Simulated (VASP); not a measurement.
The system is Os.

```xyz
2
Lattice="2.7394 0.0000 0.0000 -1.3697 2.3724 0.0000 0.0000 0.0000 4.3138" Properties=species:S:1:pos:R:3 pbc="T T T"
Os    0.0000    1.5816    1.0785
Os    1.3697    0.7908    3.2354
```

Base run:

* Program: VASP 6.6.1
* Functional: r2SCAN
* Potentials or basis: VASP PAW PBE potentials, release 64 (Os)
* Cutoff: 520 eV
* k mesh: 13 × 13 × 7
* Occupations: fermi-dirac, width 0.1 eV
* Spin: no spin polarisation

Its results: band gap on the k mesh zero (bands 8 and 9 overlap by 3.97 eV); pressure 1.0 GPa.

Task: The run is repeated on the same cell with these changes: k mesh from 13 × 13 × 7 to 5 × 5 × 3. What comes out?

Result: Band gap on the k mesh zero (bands 8 and 9 overlap by 3.17 eV); pressure 2.1 GPa.

Caveats: some runs use coarse meshes; the PAW data sets were made with another functional, which shifts forces and pressure a little; spin-orbit coupling is left out, which moves the levels of the heavy elements.
